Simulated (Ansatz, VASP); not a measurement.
# Two plane-wave programs on Se

```
Se
1.0
     3.75239    0.00000    0.00000
    -1.87620    3.24967    0.00000
     0.00000    0.00000    9.63373
Se
4
Direct
  0.33333 0.66667 0.16100
  0.66667 0.33333 0.66100
  0.33333 0.66667 0.33900
  0.66667 0.33333 0.83900
```

Alike in both runs: task single point; functional PBE; k mesh 6 × 6 × 2; occupations gaussian, width 0.1 eV; no spin polarisation.

|  | VASP | Ansatz |
| --- | --- | --- |
| version | VASP 6.6.1 | Ansatz 0.2.0 |
| potentials or method | VASP PAW PBE potentials, release 64 (Se), cutoff 520 eV | scalar-relativistic, plane waves, PAW |
| valence electrons in the cell | 24 | 64 |

|  | VASP | Ansatz | Ansatz less VASP |
| --- | --- | --- | --- |
| gap on the k mesh at the Fermi level (eV) | none | none | - |
| rms of the force components (eV/Å) | 17.925 | 16.663 | -1.2623 |

Atom by atom the forces differ by 1.262 eV/Å (rms over components). A gap of «none» marks a metal or a gap that the smearing closes. VASP's potentials hold 24 valence electrons a cell and Ansatz's 64, so a difference there can come from the potentials and not from the codes.
